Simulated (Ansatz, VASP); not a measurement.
**One calculation of KCl, two programs**

File INCAR:

```
SYSTEM = KCl
PREC = Accurate
ENCUT = 520
EDIFF = 1E-6
ISMEAR = 0
SIGMA = 0.05
LREAL = .FALSE.
LASPH = .TRUE.
NELM = 60
ALGO = Normal
ISIF = 2
LWAVE = .FALSE.
LCHARG = .TRUE.
GGA = PS
LELF = .TRUE.
LVHAR = .TRUE.
NBANDS = 15
```

File KPOINTS:

```
regular mesh
0
G
  6 6 6
  0 0 0
```

Contents of POSCAR:

```
KCl
1.0
    3.8008040400      0.0000000000      0.0000000000
    0.0000000000      3.8008040400      0.0000000000
    0.0000000000      0.0000000000      3.8391960000
K Cl
1 1
Direct
    0.0000000000      0.0000000000      0.0000000000
    0.5000000000      0.5000000000      0.5000000000
```

Input for Ansatz:

```yaml
crystal:
  lattice:
    - [3.80080404, 0.0, 0.0]
    - [0.0, 3.80080404, 0.0]
    - [0.0, 0.0, 3.839196]
  atoms:
    - { symbol: K, position: [0.0, 0.0, 0.0] }
    - { symbol: Cl, position: [0.5, 0.5, 0.5] }
basis:
  ecutwfc: 420
kpoints:
  mp_grid: { grid: [6, 6, 6] }
hamiltonian:
  xc: pbesol
scf:
  occupations: { method: gaussian, width: 0.05 }
output:
  forces: true
  stress: true
  eigenvalues: true
```

Change from the starting cell: strain -0.0100 x Voigt [1, 1, 0, 0, 0, 0], atoms carried along.

Alike in both runs: task single point; functional PBEsol; k mesh 6 × 6 × 6; occupations gaussian, width 0.05 eV; no spin polarisation.

|  | VASP | Ansatz |
| --- | --- | --- |
| version | VASP 6.6.1 | Ansatz 0.2.0 |
| potentials or method | VASP PAW PBE potentials, release 64 (K_sv, Cl), cutoff 520 eV | scalar-relativistic, plane waves, PAW |
| valence electrons in the cell | 16 | 16 |

Ansatz gave:

* gap on the k mesh at the Fermi level (eV): 4.69
* least direct gap on the mesh (eV): 4.89
* pressure (GPa): -1.1
* traceless stress, the component that is largest in VASP (GPa): -0.29

Problem. Estimate VASP's values.

Solution. gap on the k mesh at the Fermi level (eV): 4.68; least direct gap on the mesh (eV): 4.89; pressure (GPa): -1.1; traceless stress, the component that is largest in VASP (GPa): -0.29.

VASP's potentials were made for PBE, not for PBEsol.
